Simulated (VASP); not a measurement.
# CsRu (Pm-3m) in VASP: a series of runs

Runs on CsRu. Level: PBE. Tasks: single point.

Program: VASP 6.6.1. These are calculated values, not measurements. Logs are shortened: lines on timing, memory, paths and dates and some standing lists are left out, and cuts for length are marked.

**1. The cell of the first run**

The structure is cubic, space group Pm-3m (No. 221). The conventional cell has a = 3.915 Å, b = 3.915 Å, c = 3.915 Å, α = 90.00°, β = 90.00°, γ = 90.00°. Within 4.5 Å of Cs (site symmetry m-3m) lie 8 Ru at 3.39 Å and 6 Cs at 3.91 Å. Ru (site symmetry m-3m) has 8 Cs at 3.39 Å and 6 Ru at 3.91 Å within 4.5 Å.

**2. Single point, PBE**

INCAR

```
SYSTEM = CsRu
PREC = Accurate
ENCUT = 520
EDIFF = 1E-6
ISMEAR = 0
SIGMA = 0.1
LREAL = .FALSE.
LASPH = .TRUE.
NELM = 80
ALGO = Fast
ISIF = 2
LWAVE = .FALSE.
LCHARG = .FALSE.
GGA = PE
NBANDS = 18
```

KPOINTS

```
regular mesh
0
G
  6 6 6
  0 0 0
```

POSCAR

```
CsRu
1.0
    3.9147181101      0.0000000000      0.0000000000
    0.0000000000      3.9147181101      0.0000000000
    0.0000000000      0.0000000000      3.9147181101
Cs Ru
1 1
Direct
    0.0000000000      0.0000000000      0.0000000000
    0.5000000000      0.5000000000      0.5000000000
```

Potentials or basis: VASP PAW PBE potentials, release 64 (Cs_sv, Ru_pv).

Started as:

```console
$ cat potpaw_PBE.64/Cs_sv/POTCAR potpaw_PBE.64/Ru_pv/POTCAR > POTCAR
$ mpirun -np 1 vasp_std > vasp.out
```

OUTCAR:

```text
SYSTEM = CsRu
   PREC = Accurate
   ENCUT = 520
   EDIFF = 1E-6
   ISMEAR = 0
   LREAL = .FALSE.
   LASPH = .TRUE.
   NELM = 80
   ISIF = 2
   GGA = PE

 ion  position               nearest neighbor table
   1  0.000  0.000  0.000-
   2  0.500  0.500  0.500-

  LATTYP: Found a simple cubic cell.
 ALAT       =     3.9147181101

  Lattice vectors:

 A1 = (   3.9147181101,   0.0000000000,   0.0000000000)
 A2 = (   0.0000000000,   3.9147181101,   0.0000000000)
 A3 = (   0.0000000000,   0.0000000000,   3.9147181101)

Analysis of symmetry for initial positions (statically):
=====================================================================
 Subroutine PRICEL returns:
 Original cell was already a primitive cell.

 Routine SETGRP: Setting up the symmetry group for a
 simple cubic supercell.

 Subroutine GETGRP returns: Found 48 space group operations
 (whereof 48 operations were pure point group operations)
 out of a pool of 48 trial point group operations.

The static configuration has the point symmetry O_h .

Analysis of symmetry for dynamics (positions and initial velocities):
=====================================================================
 Subroutine PRICEL returns:
 Original cell was already a primitive cell.

 Routine SETGRP: Setting up the symmetry group for a
 simple cubic supercell.

 Subroutine GETGRP returns: Found 48 space group operations
 (whereof 48 operations were pure point group operations)
 out of a pool of 48 trial point group operations.

The dynamic configuration has the point symmetry O_h .

 Subroutine INISYM returns: Found 48 space group operations
 (whereof 48 operations are pure point group operations),
 and found     1 'primitive' translations

----------------------------------------------------------------------------------------

                                     Primitive cell

  volume of cell :      59.9931

  direct lattice vectors                    reciprocal lattice vectors
     3.914718110  0.000000000  0.000000000     0.255446234  0.000000000  0.000000000
     0.000000000  3.914718110  0.000000000     0.000000000  0.255446234  0.000000000
     0.000000000  0.000000000  3.914718110     0.000000000  0.000000000  0.255446234

  length of vectors
     3.914718110  3.914718110  3.914718110     0.255446234  0.255446234  0.255446234

  position of ions in fractional coordinates (direct lattice)
     0.000000000  0.000000000  0.000000000
     0.500000000  0.500000000  0.500000000

  ion indices of the primitive-cell ions
   primitive index   ion index
                 1           1
                 2           2

----------------------------------------------------------------------------------------

 KPOINTS: regular mesh

Automatic generation of k-mesh.
 Grid dimensions read from file:
 generate k-points for:    6    6    6

 Generating k-lattice:

  Cartesian coordinates                     Fractional coordinates (reciprocal lattice)
     0.042574372  0.000000000  0.000000000     0.166666667  0.000000000  0.000000000
     0.000000000  0.042574372  0.000000000     0.000000000  0.166666667  0.000000000
     0.000000000  0.000000000  0.042574372     0.000000000  0.000000000  0.166666667

  Length of vectors
     0.042574372  0.042574372  0.042574372

  Shift w.r.t. Gamma in fractional coordinates (k-lattice)
     0.000000000  0.000000000  0.000000000

 Subroutine IBZKPT returns following result:
 ===========================================

 Found     20 irreducible k-points:

 Following reciprocal coordinates:
            Coordinates               Weight
  0.000000  0.000000  0.000000      1.000000
  0.166667  0.000000  0.000000      6.000000
  0.333333  0.000000  0.000000      6.000000
  0.500000  0.000000  0.000000      3.000000
  0.166667  0.166667  0.000000     12.000000
  0.333333  0.166667  0.000000     24.000000
[... 12 lines left out ...]
  0.500000  0.500000  0.333333      6.000000
  0.500000  0.500000  0.500000      1.000000
   k-points           NKPTS =     20   k-points in BZ     NKDIM =     20   number of bands    NBANDS=     18
   number of dos      NEDOS =    301   number of ions     NIONS =      2
   total plane-waves  NPLWV =  27000
   dimension x,y,z NGX =    30 NGY =   30 NGZ =   30
   dimension x,y,z NGXF=    60 NGYF=   60 NGZF=   60
   ions per type =               1   1
   NGX,Y,Z   is equivalent  to a cutoff of  12.74, 12.74, 12.74 a.u.
   NGXF,Y,Z  is equivalent  to a cutoff of  25.48, 25.48, 25.48 a.u.
 SYSTEM =  CsRu
   PREC   = accura    normal or accurate (medium, high low for compatibility)
   ISTART =      0    job   : 0-new  1-cont  2-samecut
   ICHARG =      2    charge: 1-file 2-atom 10-const
   ISPIN  =      1    spin polarized calculation?
   LNONCOLLINEAR =      F non collinear calculations
   LSORBIT =      F    spin-orbit coupling
   LASPH  =      T    aspherical Exc in radial PAW
   ENCUT  =  520.0 eV  38.22 Ry    6.18 a.u.   7.28  7.28  7.28*2*pi/ulx,y,z
   NELM   =     80;   NELMIN=  2; NELMDL= -5     # of ELM steps
   EDIFF  = 0.1E-05   stopping-criterion for ELM
   LREAL  =      F    real-space projection
   EDIFFG = 0.1E-04   stopping-criterion for IOM
   NSW    =      0    number of steps for IOM
   IBRION =     -1    ionic relax: 0-MD 1-quasi-New 2-CG
   NFREE  =      0    steps in history (QN), initial steepest desc. (CG)
   ISIF   =      2    stress and relaxation
   ISYM   =      2    0-nonsym 1-usesym 2-fastsym
   POTIM  = 0.5000    time-step for ionic-motion
   TEBEG  =    0.0;   TEEND  =   0.0 temperature during run
   PSTRESS=    0.0 pullay stress
   NELECT =      23.0000    total number of electrons
   NUPDOWN=      -1.0000    fix difference up-down
   EMIN   =  10.00;   EMAX   =-10.00  energy-range for DOS
   EFERMI =   0.00;   METHOD = LEGACY
   ISMEAR =     0;   SIGMA  =   0.10  broadening in eV -4-tet -1-fermi 0-gaus
   EFERMI_NEDOS =   21; number of points for ismear=-14 and -15
   IALGO  =     68    algorithm
   IMIX   =      4    mixing-type and parameters
     AMIX     =   0.40;   BMIX     =  1.00
     AMIX_MAG =   1.60;   BMIX_MAG =  1.00
  volume/ion in A,a.u.               =      30.00       202.43
  Fermi-wavevector in a.u.,A,eV,Ry     =   1.189279  2.247411 19.243858  1.414384
  Thomas-Fermi vector in A             =   2.325389
   LORBIT       =      0    0 simple, 1 ext, 2 COOP (PROOUT), +10 PAW based schemes
   GGA     = PE    functional components
   LHFCALC =     F    Hartree Fock is set to
   AEXX    =    0.0000 exact exchange contribution
   IVDW    =     0    specifies the selected vdW correction
   LEPSILON=     F    determine dielectric tensor
   LRPA    =     F    only Hartree local field effects (RPA)
 non-spin polarized calculation
 RMM-DIIS sequential band-by-band and
 Gauss-broadening in eV      SIGMA  =   0.10
  energy-cutoff  :      520.00
  volume of cell :       59.99
 maximum number of plane-waves:      1640
 NGX is ok and might be reduce to    30
   NGX = 15   NGY = 15   NGZ = 15

 number of electron      22.9999990 magnetization

 Free energy of the ion-electron system (eV)
  ---------------------------------------------------
  ext. energy  EPLUGINS =         0.00000000
  ---------------------------------------------------
  free energy    TOTEN  =        -5.49726686 eV

  energy without entropy =       -5.45119779  energy(sigma->0) =       -5.47423232

 E-fermi :   4.0586     XC(G=0):  -9.9187

 val. band max:        4.0511728939   @ k =   0.5000   0.0000   0.0000
 cond. band min:       4.0662508047   @ k =   0.5000   0.3333   0.3333
 fundamental gap:      0.0150779108
 Fermi energy:         4.0585587912

 k-point     1 :       0.0000    0.0000    0.0000
  band No.  band energies     occupation
      1     -37.0720      2.00000
      2     -37.0720      2.00000
      3     -37.0720      2.00000
      4     -17.6644      2.00000
      5      -3.9626      2.00000
      6      -3.9626      2.00000
[... 10 lines left out ...]
     17      12.3701      0.00000
     18      12.3701      0.00000

 k-point     2 :       0.1667    0.0000    0.0000
  band No.  band energies     occupation
      1     -37.0740      2.00000
      2     -37.0719      2.00000
      3     -37.0719      2.00000
      4     -17.6289      2.00000
      5      -4.4335      2.00000
      6      -3.9425      2.00000
[... 10 lines left out ...]
     17      10.7569      0.00000
     18      11.5500      0.00000

 k-point     3 :       0.3333    0.0000    0.0000
  band No.  band energies     occupation
      1     -37.0780      2.00000
      2     -37.0716      2.00000
      3     -37.0716      2.00000
      4     -17.5560      2.00000
      5      -5.1945      2.00000
      6      -3.9020      2.00000
[... 10 lines left out ...]
     17       9.2750      0.00000
     18      12.3318      0.00000

 k-point     4 :       0.5000    0.0000    0.0000
  band No.  band energies     occupation
      1     -37.0800      2.00000
      2     -37.0714      2.00000
      3     -37.0714      2.00000
      4     -17.5187      2.00000
      5      -5.5191      2.00000
      6      -3.8816      2.00000
[... 291 lines left out ...]
      4     -17.3369      2.00000
      5      -5.0699      2.00000
      6      -4.7458      2.00000
[... 10 lines left out ...]
     17      11.5910      0.00000
     18      12.3082      0.00000

 k-point    19 :       0.5000    0.5000    0.3333
  band No.  band energies     occupation
      1     -37.0787      2.00000
      2     -37.0787      2.00000
      3     -37.0766      2.00000
      4     -17.3050      2.00000
      5      -5.0188      2.00000
      6      -5.0188      2.00000
[... 10 lines left out ...]
     17      12.1000      0.00000
     18      14.5943      0.00000

 k-point    20 :       0.5000    0.5000    0.5000
  band No.  band energies     occupation
      1     -37.0785      2.00000
      2     -37.0785      2.00000
      3     -37.0785      2.00000
      4     -17.2726      2.00000
      5      -4.9893      2.00000
      6      -4.9893      2.00000
[... 10 lines left out ...]
     17      15.2313      0.00000
     18      15.2311      0.00000

------------------------ aborting loop because EDIFF is reached ----------------------------------------

  FORCE on cell =-STRESS in cart. coord.  units (eV):
  Direction    XX          YY          ZZ          XY          YZ          ZX
  --------------------------------------------------------------------------------------
  -------------------------------------------------------------------------------------
  Total       -1.2099519     -1.2099519     -1.2099519     -0.0000000      0.0000000      0.0000000
  in kB      -32.3129940    -32.3129940    -32.3129940     -0.0000000      0.0000000      0.0000000
  external PRESSURE =     -32.3129940 kB  Pullay stress =       0.0000000 kB

 VOLUME and BASIS-vectors are now :
 -----------------------------------------------------------------------------
  energy-cutoff  :      520.00
  volume of cell :       59.99
      direct lattice vectors                 reciprocal lattice vectors
     3.914718110  0.000000000  0.000000000     0.255446234  0.000000000  0.000000000
     0.000000000  3.914718110  0.000000000     0.000000000  0.255446234  0.000000000
     0.000000000  0.000000000  3.914718110     0.000000000  0.000000000  0.255446234

 POSITION                                       TOTAL-FORCE (eV/Angst)
 -----------------------------------------------------------------------------------
      0.00000      0.00000      0.00000         0.000000      0.000000      0.000000
      1.95736      1.95736      1.95736         0.000000      0.000000      0.000000
 -----------------------------------------------------------------------------------
    total drift:                                0.000000      0.000000      0.000000

  FREE ENERGIE OF THE ION-ELECTRON SYSTEM (eV)
  ---------------------------------------------------
  free  energy   TOTEN  =        -5.4972668571 eV

  energy  without entropy=       -5.4511977920  energy(sigma->0) =       -5.47423232
```

Run time: 17 s. Hardware: 1 thread of Intel Xeon Platinum 8488C (Sapphire Rapids), shared host; peak memory 0.17 GiB.

What came out:

```yaml
Free_energy: -5.4973 eV
Pressure: -3.2 GPa
```

Levels at points of the mesh, in eV from the Fermi level:
| k point | band 8 | band 9 | band 10 | band 11 | band 12 | band 13 | band 14 | band 15 | band 16 | band 17 |
| --- | --- | --- | --- | --- | --- | --- | --- | --- | --- | --- |
| (0.00, 0.00, 0.00) | -2.27 | -1.49 | -1.49 | -0.13 | -0.13 | -0.13 | 4.38 | 4.38 | 8.31 | 8.31 |
| (0.50, 0.00, 0.00) | -1.03 | -0.22 | -0.01 | -0.01 | -0.01 | 0.83 | 1.81 | 3.43 | 4.66 | 4.66 |
| (0.50, 0.50, 0.00) | -1.83 | -0.99 | -0.65 | -0.65 | 0.38 | 1.08 | 4.46 | 4.46 | 5.12 | 7.73 |
| (0.50, 0.50, 0.50) | 0.05 | 0.05 | 0.05 | 0.41 | 0.41 | 1.03 | 1.03 | 1.03 | 3.39 | 11.17 |

Caveat: spin-orbit coupling is left out, which moves the levels of the heavy elements.

**3. Single point, PBE**

This run uses another cell than the first one, of 24.26 Å³/atom, 0.809 times its volume.

INCAR

```
SYSTEM = CsRu
PREC     = Accurate       ! precision mode
ENCUT    = 520            ! plane-wave cutoff, eV
EDIFF    = 1E-7           ! SCF threshold, eV
ISMEAR   = 0              ! smearing method
SIGMA    = 0.1            ! smearing width, eV
LREAL    = .False.        ! projectors in reciprocal space
LASPH    = .True.         ! aspherical terms in the spheres
NELM     = 100            ! most SCF steps
ALGO     = Fast           ! electronic algorithm
ISIF     = 2              ! what is computed and relaxed
LWAVE    = .False.        ! write WAVECAR
LCHARG   = .False.        ! write CHGCAR
GGA      = PE             ! functional
NBANDS   = 18             ! bands
```

KPOINTS

```
Automatic mesh
0
Gamma
  16 16 16
  0 0 0
```

POSCAR

```
CsRu
1.0
    3.6471627827      0.0000000000      0.0000000000
    0.0000000000      3.6471627827      0.0000000000
    0.0000000000      0.0000000000      3.6471627827
Cs Ru
1 1
Direct
    0.0000000000      0.0000000000      0.0000000000
    0.5000000000      0.5000000000      0.5000000000
```

Potentials or basis: VASP PAW PBE potentials, release 64 (Cs_sv, Ru_pv).

Started as:

```console
$ cat potpaw_PBE.64/Cs_sv/POTCAR potpaw_PBE.64/Ru_pv/POTCAR > POTCAR
$ mpirun -np 1 vasp_std > vasp.out
```

It took 96 s on 1 thread of Intel Xeon Platinum 8488C (Sapphire Rapids), shared host; peak memory 0.26 GiB.

The run converged. Its results:

| Property | Result |
| --- | --- |
| Free energy | -5.6212 eV |
| Pressure | 1.0 GPa |

Levels at points of the mesh, in eV from the Fermi level:
| k point | band 9 | band 10 | band 11 | band 12 | band 13 | band 14 | band 15 | band 16 |
| --- | --- | --- | --- | --- | --- | --- | --- | --- |
| (0.00, 0.00, 0.00) | -2.31 | -2.17 | -0.34 | -0.34 | -0.34 | 4.61 | 4.61 | 9.85 |
| (0.50, 0.00, 0.00) | -0.16 | -0.15 | 0.02 | 0.02 | 1.00 | 2.85 | 2.99 | 4.79 |
| (0.50, 0.50, 0.00) | -1.36 | -1.11 | -1.11 | 0.42 | 1.30 | 5.46 | 5.46 | 5.60 |
| (0.50, 0.50, 0.50) | 0.26 | 0.26 | 0.46 | 0.46 | 0.57 | 0.57 | 0.57 | 4.27 |

Caveat: spin-orbit coupling is left out, which moves the levels of the heavy elements.

**4. Single point, PBE**

This run uses another cell than the first one, of 24.26 Å³/atom, 0.809 times its volume.

INCAR

```
PREC = Accurate
ENCUT = 520
EDIFF = 1E-7
ISMEAR = 0
SIGMA = 0.1
LREAL = False
LASPH = True
NELM = 100
ALGO = Fast
ISIF = 2
LWAVE = False
LCHARG = True
GGA = PE
LELF = True
LVHAR = True
NBANDS = 18
```

KPOINTS

```
Automatic mesh
0
Gamma
  14 14 14
```

POSCAR is that of step 3.

Started as:

```console
$ cat potpaw_PBE.64/Cs_sv/POTCAR potpaw_PBE.64/Ru_pv/POTCAR > POTCAR
$ mpirun -np 1 vasp_std > vasp.out
```

Wall time 71 s (1 thread of Intel Xeon Platinum 8488C (Sapphire Rapids), shared host); peak memory 0.23 GiB.

Results (log left out):

```yaml
Free_energy: -5.6215 eV
Pressure: 0.9 GPa
```

Levels at points of the mesh, in eV from the Fermi level:
| k point | band 9 | band 10 | band 11 | band 12 | band 13 | band 14 | band 15 | band 16 |
| --- | --- | --- | --- | --- | --- | --- | --- | --- |
| (0.00, 0.00, 0.00) | -2.31 | -2.17 | -0.34 | -0.34 | -0.34 | 4.61 | 4.61 | 9.86 |
| (0.50, 0.00, 0.00) | -0.16 | -0.15 | 0.02 | 0.02 | 1.00 | 2.85 | 2.99 | 4.79 |
| (0.50, 0.50, 0.00) | -1.36 | -1.11 | -1.11 | 0.42 | 1.30 | 5.46 | 5.46 | 5.60 |
| (0.50, 0.50, 0.50) | 0.26 | 0.26 | 0.46 | 0.46 | 0.57 | 0.57 | 0.57 | 4.27 |

Caveat: spin-orbit coupling is left out, which moves the levels of the heavy elements.

**5. Summary**

| cell | k mesh | further INCAR settings | gap on the mesh (eV) | pressure (GPa) |
| --- | --- | --- | --- | --- |
| a = 3.915 Å, 2 atoms | 6 × 6 × 6 | ALGO = Fast; EDIFF = 1e-06; NBANDS = 18 | none | -3.2 |
| a = 3.647 Å, 2 atoms | 16 × 16 × 16 | ALGO = Fast; EDIFF = 1e-07; NBANDS = 18 | none | 1.0 |
| a = 3.647 Å, 2 atoms | 14 × 14 × 14 | ALGO = Fast; EDIFF = 1e-07; NBANDS = 18 | none | 0.9 |

Alike in all rows: task single point; level PBE; potentials or basis VASP PAW PBE potentials, release 64 (Cs_sv, Ru_pv); no spin polarisation; cutoff (eV) 520; smearing gaussian 0.1 eV.

Caveats: spin-orbit coupling is left out, which moves the levels of the heavy elements.

Total energies depend on the potentials used, so only differences within one code and one set of settings carry meaning.
